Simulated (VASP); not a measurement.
A run of VASP 6.6.1 is set up as follows.

INCAR

```
SYSTEM = Sr
ALGO = Normal ; EDIFF = 1E-7
ENCUT = 520 ; GGA = PE
ISIF = 2 ; ISMEAR = -1
LASPH = .True. ; LCHARG = .False.
LREAL = .False. ; LWAVE = .False.
NBANDS = 11 ; NELM = 100
PREC = Accurate ; SIGMA = 0.1
```

Contents of KPOINTS:

```
k-points
0
Gamma
  15 15 15
  0 0 0
```

File POSCAR:

```
Sr
1.0
   -2.3192447890      2.3192447890      2.3192447890
    2.3192447890     -2.3192447890      2.3192447890
    2.3192447890      2.3192447890     -2.3192447890
Sr
1
Direct
    0.0000000000      0.0000000000      0.0000000000
```

Potentials or basis: VASP PAW PBE potentials, release 64 (Sr_sv).

Run with:

```console
$ cat potpaw_PBE.64/Sr_sv/POTCAR > POTCAR
$ mpirun -np 1 vasp_std > vasp.out
```

Question: What does it give for the band gap on the k mesh?

Answer: Zero (band 5 reaches 2.28 eV, above the bottom of band 6 at 1.68 eV).

Question: What does it give for the pressure?

Answer: 1.1 GPa.
